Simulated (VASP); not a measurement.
# MgBCl5 (P4/mmm) in VASP: notebook

The runs below take MgBCl5 through single point, relaxation of cell and atoms, with PBE.

All numbers are computed with VASP 6.6.1; they aren't measurements. Logs are shortened: lines on timing, memory, paths and dates and some standing lists are left out, and cuts for length are marked.

### Step 1. The cell of the first run

Symmetry: P4/mmm, No. 123, tetragonal system. The conventional cell has a = 4.085 Å, b = 4.085 Å, c = 8.310 Å, α = 90.00°, β = 90.00°, γ = 90.00°. Within 3.8 Å of Mg (site symmetry 4/mmm) lie 12 Cl at 2.89 to 3.36 Å. B (site symmetry 4/mmm) has 8 Cl at 2.53 Å within 3.3 Å. Within 3.3 Å of Cl (site symmetry 2mm) lie 2 B at 2.53 Å and 5 Cl at 2.89 to 2.97 Å. Within 3.8 Å of Cl (site symmetry 4/mmm) lie 4 Mg at 2.89 Å and 8 Cl at 3.36 Å.

### Step 2. Single point, PBE

File INCAR:

```
SYSTEM = MgBCl5
PREC = Accurate
ENCUT = 520
EDIFF = 1E-6
ISMEAR = 0
SIGMA = 0.1
LREAL = .False.
LASPH = .True.
NELM = 100
ALGO = Normal
ISIF = 2
LWAVE = .False.
LCHARG = .True.
GGA = PE
LELF = .True.
LVHAR = .True.
NBANDS = 29
```

File KPOINTS:

```
regular mesh
0
Gamma
  10 10 6
  0 0 0
```

File POSCAR:

```
MgBCl5
1.0
    4.0846588134      0.0000000000      0.0000000000
    0.0000000000      4.0846588134      0.0000000000
    0.0000000000      0.0000000000      8.3102526741
Mg B Cl
1 1 5
Direct
    0.0000000000      0.0000000000      0.0000000000
    0.0000000000      0.0000000000      0.5000000000
    0.0000000000      0.5000000000      0.3212763659
    0.0000000000      0.5000000000      0.6787236341
    0.5000000000      0.0000000000      0.3212763659
    0.5000000000      0.0000000000      0.6787236341
    0.5000000000      0.5000000000      0.0000000000
```

Potentials or basis: VASP PAW PBE potentials, release 64 (Mg, B, Cl).

Launch:

```bash
> cat potpaw_PBE.64/Mg/POTCAR potpaw_PBE.64/B/POTCAR potpaw_PBE.64/Cl/POTCAR > POTCAR
> mpirun -np 1 vasp_std > vasp.out
```

OUTCAR:

```text
SYSTEM = MgBCl5
   PREC = Accurate
   ENCUT = 520
   EDIFF = 1E-6
   ISMEAR = 0
   LREAL = .False.
   LASPH = .True.
   NELM = 100
   ISIF = 2
   GGA = PE

 ion  position               nearest neighbor table
   1  0.000  0.000  0.000-   7 2.89   7 2.89   7 2.89   7 2.89
   2  0.000  0.000  0.500-
   3  0.000  0.500  0.321-
   4  0.000  0.500  0.679-
   5  0.500  0.000  0.321-
   6  0.500  0.000  0.679-
   7  0.500  0.500  0.000-   1 2.89   1 2.89   1 2.89   1 2.89

  LATTYP: Found a simple tetragonal cell.
 ALAT       =     4.0846588134
 C/A-ratio  =     2.0345035054

  Lattice vectors:

 A1 = (   4.0846588134,   0.0000000000,   0.0000000000)
 A2 = (   0.0000000000,   4.0846588134,   0.0000000000)
 A3 = (   0.0000000000,   0.0000000000,   8.3102526741)

Analysis of symmetry for initial positions (statically):
=====================================================================
 Subroutine PRICEL returns:
 Original cell was already a primitive cell.

 Routine SETGRP: Setting up the symmetry group for a
 simple tetragonal supercell.

 Subroutine GETGRP returns: Found 16 space group operations
 (whereof 16 operations were pure point group operations)
 out of a pool of 16 trial point group operations.

The static configuration has the point symmetry D_4h.

Analysis of symmetry for dynamics (positions and initial velocities):
=====================================================================
 Subroutine PRICEL returns:
 Original cell was already a primitive cell.

 Routine SETGRP: Setting up the symmetry group for a
 simple tetragonal supercell.

 Subroutine GETGRP returns: Found 16 space group operations
 (whereof 16 operations were pure point group operations)
 out of a pool of 16 trial point group operations.

The dynamic configuration has the point symmetry D_4h.

 Subroutine INISYM returns: Found 16 space group operations
 (whereof 16 operations are pure point group operations),
 and found     1 'primitive' translations

----------------------------------------------------------------------------------------

                                     Primitive cell

  volume of cell :     138.6519

  direct lattice vectors                    reciprocal lattice vectors
     4.084658813  0.000000000  0.000000000     0.244818489  0.000000000  0.000000000
     0.000000000  4.084658813  0.000000000     0.000000000  0.244818489  0.000000000
     0.000000000  0.000000000  8.310252674     0.000000000  0.000000000  0.120333285

  length of vectors
     4.084658813  4.084658813  8.310252674     0.244818489  0.244818489  0.120333285

  position of ions in fractional coordinates (direct lattice)
     0.000000000  0.000000000  0.000000000
     0.000000000  0.000000000  0.500000000
     0.000000000  0.500000000  0.321276366
     0.000000000  0.500000000  0.678723634
     0.500000000  0.000000000  0.321276366
     0.500000000  0.000000000  0.678723634
     0.500000000  0.500000000  0.000000000

  ion indices of the primitive-cell ions
   primitive index   ion index
                 1           1
                 2           2
                 3           3
                 4           4
                 5           5
                 6           6
                 7           7

----------------------------------------------------------------------------------------

 KPOINTS: regular mesh

Automatic generation of k-mesh.
 Grid dimensions read from file:
 generate k-points for:   10   10    6

 Generating k-lattice:

  Cartesian coordinates                     Fractional coordinates (reciprocal lattice)
     0.024481849  0.000000000  0.000000000     0.100000000  0.000000000  0.000000000
     0.000000000  0.024481849  0.000000000     0.000000000  0.100000000  0.000000000
     0.000000000  0.000000000  0.020055547     0.000000000  0.000000000  0.166666667

  Length of vectors
     0.024481849  0.024481849  0.020055547

  Shift w.r.t. Gamma in fractional coordinates (k-lattice)
     0.000000000  0.000000000  0.000000000

 Subroutine IBZKPT returns following result:
 ===========================================

 Found     84 irreducible k-points:

 Following reciprocal coordinates:
            Coordinates               Weight
  0.000000  0.000000  0.000000      1.000000
  0.100000  0.000000  0.000000      4.000000
  0.200000  0.000000  0.000000      4.000000
  0.300000  0.000000  0.000000      4.000000
  0.400000  0.000000  0.000000      4.000000
  0.500000  0.000000  0.000000      2.000000
[... 16 lines left out ...]
  0.100000  0.000000  0.166667      8.000000
  0.200000  0.000000  0.166667      8.000000
 [... further k-points ...]
   k-points           NKPTS =     84   k-points in BZ     NKDIM =     84   number of bands    NBANDS=     29
   number of dos      NEDOS =    301   number of ions     NIONS =      7
   total plane-waves  NPLWV =  57600
   dimension x,y,z NGX =    30 NGY =   30 NGZ =   64
   dimension x,y,z NGXF=    60 NGYF=   60 NGZF=  128
   ions per type =               1   1   5
   NGX,Y,Z   is equivalent  to a cutoff of  12.21, 12.21, 12.80 a.u.
   NGXF,Y,Z  is equivalent  to a cutoff of  24.42, 24.42, 25.61 a.u.
 SYSTEM =  MgBCl5
   PREC   = accura    normal or accurate (medium, high low for compatibility)
   ISTART =      0    job   : 0-new  1-cont  2-samecut
   ICHARG =      2    charge: 1-file 2-atom 10-const
   ISPIN  =      1    spin polarized calculation?
   LNONCOLLINEAR =      F non collinear calculations
   LSORBIT =      F    spin-orbit coupling
   LASPH  =      T    aspherical Exc in radial PAW
   ENCUT  =  520.0 eV  38.22 Ry    6.18 a.u.   7.59  7.59 15.45*2*pi/ulx,y,z
   NELM   =    100;   NELMIN=  2; NELMDL= -5     # of ELM steps
   EDIFF  = 0.1E-05   stopping-criterion for ELM
   LREAL  =      F    real-space projection
   EDIFFG = 0.1E-04   stopping-criterion for IOM
   NSW    =      0    number of steps for IOM
   IBRION =     -1    ionic relax: 0-MD 1-quasi-New 2-CG
   NFREE  =      0    steps in history (QN), initial steepest desc. (CG)
   ISIF   =      2    stress and relaxation
   ISYM   =      2    0-nonsym 1-usesym 2-fastsym
   POTIM  = 0.5000    time-step for ionic-motion
   TEBEG  =    0.0;   TEEND  =   0.0 temperature during run
   PSTRESS=    0.0 pullay stress
   NELECT =      40.0000    total number of electrons
   NUPDOWN=      -1.0000    fix difference up-down
   EMIN   =  10.00;   EMAX   =-10.00  energy-range for DOS
   EFERMI =   0.00;   METHOD = LEGACY
   ISMEAR =     0;   SIGMA  =   0.10  broadening in eV -4-tet -1-fermi 0-gaus
   EFERMI_NEDOS =   21; number of points for ismear=-14 and -15
   IALGO  =     38    algorithm
   IMIX   =      4    mixing-type and parameters
     AMIX     =   0.40;   BMIX     =  1.00
     AMIX_MAG =   1.60;   BMIX_MAG =  1.00
  volume/ion in A,a.u.               =      19.81       133.67
  Fermi-wavevector in a.u.,A,eV,Ry     =   1.081732  2.044177 15.920769  1.170143
  Thomas-Fermi vector in A             =   2.217756
   LORBIT       =      0    0 simple, 1 ext, 2 COOP (PROOUT), +10 PAW based schemes
   GGA     = PE    functional components
   LHFCALC =     F    Hartree Fock is set to
   AEXX    =    0.0000 exact exchange contribution
   IVDW    =     0    specifies the selected vdW correction
   LEPSILON=     F    determine dielectric tensor
   LRPA    =     F    only Hartree local field effects (RPA)
 non-spin polarized calculation
 Gauss-broadening in eV      SIGMA  =   0.10
  energy-cutoff  :      520.00
  volume of cell :      138.65
 maximum number of plane-waves:      3757
   NGX = 15   NGY = 15   NGZ = 31

 number of electron      40.0000012 magnetization

 Free energy of the ion-electron system (eV)
  ---------------------------------------------------
  ext. energy  EPLUGINS =         0.00000000
  ---------------------------------------------------
  free energy    TOTEN  =       -15.88026462 eV

  energy without entropy =      -15.85428746  energy(sigma->0) =      -15.86727604

 E-fermi :   3.0934     XC(G=0):  -9.3010

 val. band max:        3.0823855981   @ k =   0.2000   0.2000   0.1667
 cond. band min:       3.0980159753   @ k =   0.5000   0.2000   0.1667
 fundamental gap:      0.0156303772
 Fermi energy:         3.0933695764

 k-point     1 :       0.0000    0.0000    0.0000
  band No.  band energies     occupation
      1     -12.9872      2.00000
      2     -12.2679      2.00000
      3     -11.9413      2.00000
      4     -10.5607      2.00000
      5     -10.1390      2.00000
      6      -3.2037      2.00000
[... 21 lines left out ...]
     28       9.9628      0.00000
     29      11.4412      0.00000

 k-point     2 :       0.1000    0.0000    0.0000
  band No.  band energies     occupation
      1     -12.9395      2.00000
      2     -12.2226      2.00000
      3     -11.9298      2.00000
      4     -10.6275      2.00000
      5     -10.1984      2.00000
      6      -3.2066      2.00000
[... 21 lines left out ...]
     28      10.1079      0.00000
     29      10.7800      0.00000

 k-point     3 :       0.2000    0.0000    0.0000
  band No.  band energies     occupation
      1     -12.7999      2.00000
      2     -12.0896      2.00000
      3     -11.9000      2.00000
      4     -10.8172      2.00000
      5     -10.3687      2.00000
      6      -3.2131      2.00000
[... 21 lines left out ...]
     28       9.9993      0.00000
     29      10.4803      0.00000

 k-point     4 :       0.3000    0.0000    0.0000
  band No.  band energies     occupation
      1     -12.5793      2.00000
      2     -11.8774      2.00000
      3     -11.8649      2.00000
      4     -11.0973      2.00000
      5     -10.6276      2.00000
      6      -3.2189      2.00000
[... 597 lines left out ...]
     28      10.0746      0.00000
     29      11.2893      0.00000

 k-point    23 :       0.1000    0.0000    0.1667
  band No.  band energies     occupation
      1     -12.9210      2.00000
      2     -12.2981      2.00000
      3     -11.8703      2.00000
      4     -10.6269      2.00000
      5     -10.1992      2.00000
      6      -3.2522      2.00000
[... 21 lines left out ...]
     28      10.1950      0.00000
     29      10.7026      0.00000

 k-point    24 :       0.2000    0.0000    0.1667
  band No.  band energies     occupation
      1     -12.7811      2.00000
      2     -12.1794      2.00000
      3     -11.8266      2.00000
      4     -10.8168      2.00000
      5     -10.3693      2.00000
      6      -3.2430      2.00000
[... 21 lines left out ...]
     28       9.9318      0.00000
     29      10.5211      0.00000

 [... further k-points ...]
[... 5 lines left out ...]
  --------------------------------------------------------------------------------------
  -------------------------------------------------------------------------------------
  Total       -0.1524130     -0.1524130     -0.1283926      0.0000000     -0.0000000      0.0000000
  in kB       -1.7611920     -1.7611920     -1.4836277      0.0000000     -0.0000000      0.0000000
  external PRESSURE =      -1.6686706 kB  Pullay stress =       0.0000000 kB

 VOLUME and BASIS-vectors are now :
 -----------------------------------------------------------------------------
  energy-cutoff  :      520.00
  volume of cell :      138.65
      direct lattice vectors                 reciprocal lattice vectors
     4.084658813  0.000000000  0.000000000     0.244818489  0.000000000  0.000000000
     0.000000000  4.084658813  0.000000000     0.000000000  0.244818489  0.000000000
     0.000000000  0.000000000  8.310252674     0.000000000  0.000000000  0.120333285

 POSITION                                       TOTAL-FORCE (eV/Angst)
 -----------------------------------------------------------------------------------
      0.00000      0.00000      0.00000        -0.000000     -0.000000     -0.000000
      0.00000      0.00000      4.15513        -0.000000     -0.000000     -0.000000
      0.00000      2.04233      2.66989        -0.000000      0.000000      0.008082
      0.00000      2.04233      5.64036         0.000000      0.000000     -0.008082
      2.04233      0.00000      2.66989         0.000000      0.000000      0.008082
      2.04233      0.00000      5.64036        -0.000000     -0.000000     -0.008082
      2.04233      2.04233      0.00000        -0.000000     -0.000000     -0.000000
 -----------------------------------------------------------------------------------
    total drift:                                0.000000      0.000000      0.000000

  FREE ENERGIE OF THE ION-ELECTRON SYSTEM (eV)
  ---------------------------------------------------
  free  energy   TOTEN  =       -15.8802646153 eV

  energy  without entropy=      -15.8542874553  energy(sigma->0) =      -15.86727604
```

Run time: 4.6 min. Hardware: 1 thread of Intel Xeon 6975P-C, shared host; peak memory 0.42 GiB.

What came out:

```yaml
Free_energy: -15.8803 eV
Pressure: -0.2 GPa
Largest_force: 0.008 eV/Å
Band_gap_on_the_k_mesh: zero (band 20 reaches 3.51 eV, above the bottom of band 21 at 2.79 eV)
```

Forces in eV/Å, atoms in the order of the input:
```
Mg   0.000  0.000  0.000
B    0.000  0.000  0.000
Cl   0.000  0.000  0.008
Cl   0.000  0.000 -0.008
Cl   0.000  0.000  0.008
Cl   0.000  0.000 -0.008
Cl   0.000  0.000  0.000
```

### Step 3. Relaxation of cell and atoms, PBE

This run uses another cell than the first one, of 19.75 Å³/atom, 0.997 times its volume.

File INCAR:

```
PREC = Accurate
ENCUT = 600
EDIFF = 1E-6
ISMEAR = 0
SIGMA = 0.1
LREAL = False
LASPH = True
NELM = 100
ALGO = Normal
ISIF = 3
LWAVE = False
LCHARG = False
GGA = PE
IBRION = 2
NSW = 100
EDIFFG = -0.01
```

File KPOINTS:

```
Automatic mesh
0
Gamma
  10 10 6
```

File POSCAR:

```
MgBCl5
1.0
    4.0753584460      0.0000000000      0.0000000000
    0.0000000000      4.0753584460      0.0000000000
    0.0000000000      0.0000000000      8.3259835820
Mg B Cl
1 1 5
Direct
    0.0000000000      0.0000000000      0.0000000000
    0.0000000000      0.0000000000      0.5000000000
    0.0000000000      0.5000000000      0.3181221230
    0.0000000000      0.5000000000      0.6818778770
    0.5000000000      0.0000000000      0.3181221230
    0.5000000000      0.0000000000      0.6818778770
    0.5000000000      0.5000000000      0.0000000000
```

Potentials or basis: VASP PAW PBE potentials, release 64 (Mg, B, Cl).

Launch:

```bash
> cat potpaw_PBE.64/Mg/POTCAR potpaw_PBE.64/B/POTCAR potpaw_PBE.64/Cl/POTCAR > POTCAR
> mpirun -np 1 vasp_std > vasp.out
```

It took 19 min on 1 thread of Intel Xeon 6975P-C, shared host; peak memory 0.53 GiB.

Results (log left out):

* Free energy: -15.8813 eV
* Energy gained by relaxing: 1.2 meV/atom
* Ionic steps: 7
* Pressure after relaxing: 0.0 GPa
* Band gap on the k mesh: zero (band 20 reaches 3.54 eV, above the bottom of band 21 at 2.82 eV)

Step by step:
| step | energy change (eV) | largest force (eV/Å) | pressure (GPa) | volume (Å³) |
| --- | --- | --- | --- | --- |
| 1 | 0.0000 | 0.1237 | -0.03 | 138.28 |
| 2 | -0.0043 | 0.0924 | -0.04 | 138.21 |
| 3 | -0.0061 | 0.0485 | -0.05 | 138.13 |
| 4 | -0.0072 | 0.0328 | 0.03 | 137.97 |
| 5 | -0.0079 | 0.0114 | 0.14 | 137.75 |
| 6 | -0.0079 | 0.0040 | 0.17 | 137.67 |
| 7 | -0.0084 | 0.0015 | 0.01 | 138.28 |

Final structure:
```cif
data_structure
_symmetry_space_group_name_H-M 'P 1'
_symmetry_Int_Tables_number 1
_cell_length_a 4.0808
_cell_length_b 4.0808
_cell_length_c 8.3037
_cell_angle_alpha 90.000
_cell_angle_beta 90.000
_cell_angle_gamma 90.000
_cell_volume 138.28
loop_
_atom_site_label
_atom_site_type_symbol
_atom_site_fract_x
_atom_site_fract_y
_atom_site_fract_z
_atom_site_occupancy
Mg1 Mg 0.00000 0.00000 0.00000 1
B1 B 0.00000 0.00000 0.50000 1
Cl1 Cl 0.00000 0.50000 0.32141 1
Cl2 Cl 0.00000 0.50000 0.67859 1
Cl3 Cl 0.50000 0.00000 0.32141 1
Cl4 Cl 0.50000 0.00000 0.67859 1
Cl5 Cl 0.50000 0.50000 0.00000 1
```

Levels at points of the mesh, in eV from the Fermi level:
| k point | band 16 | band 17 | band 18 | band 19 | band 20 | band 21 | band 22 | band 23 | band 24 |
| --- | --- | --- | --- | --- | --- | --- | --- | --- | --- |
| (0.00, 0.00, 0.00) | -1.44 | -0.86 | -0.66 | -0.66 | -0.17 | -0.17 | 0.91 | 1.81 | 3.15 |
| (0.50, 0.00, 0.00) | -2.24 | -2.14 | -2.03 | -1.95 | -0.90 | 0.75 | 2.98 | 3.15 | 3.20 |
| (0.50, 0.50, 0.00) | -1.77 | -1.38 | -0.13 | 0.18 | 0.42 | 0.64 | 1.43 | 3.28 | 3.87 |
| (0.00, 0.00, 0.50) | -0.99 | -0.82 | -0.69 | -0.69 | -0.15 | -0.15 | 0.44 | 2.47 | 3.10 |
| (0.50, 0.00, 0.50) | -2.11 | -1.88 | -1.86 | -1.65 | -1.45 | 0.77 | 3.10 | 3.34 | 4.01 |
| (0.50, 0.50, 0.50) | -1.24 | -0.89 | -0.13 | 0.18 | 0.34 | 0.42 | 0.64 | 3.74 | 3.74 |

(Continued in part 2 of 3.)
